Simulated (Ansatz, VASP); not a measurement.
**Two plane-wave programs on ZnCd2S**

```
CELL_PARAMETERS angstrom
2.92405 0.00000 0.00000
-1.46202 2.53230 0.00000
0.00000 0.00000 11.42292
ATOMIC_POSITIONS crystal
Zn 0.00000 0.00000 0.50000
Cd 0.00000 0.00000 0.24173
Cd 0.00000 0.00000 0.75827
S 0.00000 0.00000 0.00000
```

Alike in both runs: functional PBE; k mesh 18 × 18 × 4; occupations gaussian, width 0.1 eV; no spin polarisation.

Ansatz relaxed the structure, and its values are those at the end. VASP's run is a single point on that final structure, the one shown.

|  | VASP | Ansatz |
| --- | --- | --- |
| version | VASP 6.6.1 | Ansatz 0.2.0 |
| potentials or method | VASP PAW PBE potentials, release 64 (Zn, Cd, S), cutoff 520 eV | scalar-relativistic, plane waves, PAW |
| valence electrons in the cell | 42 | 58 |

```tsv
	VASP	Ansatz	Ansatz less VASP
gap on the k mesh at the Fermi level (eV)	none	none	-
pressure (GPa)	0.2	0.0	-0.25
rms of the force components (eV/Å)	0.007	0.003	-0.0044
```

A gap of «none» marks a metal or a gap that the smearing closes. VASP's potentials hold 42 valence electrons a cell and Ansatz's 58, so a difference there can come from the potentials and not from the codes.
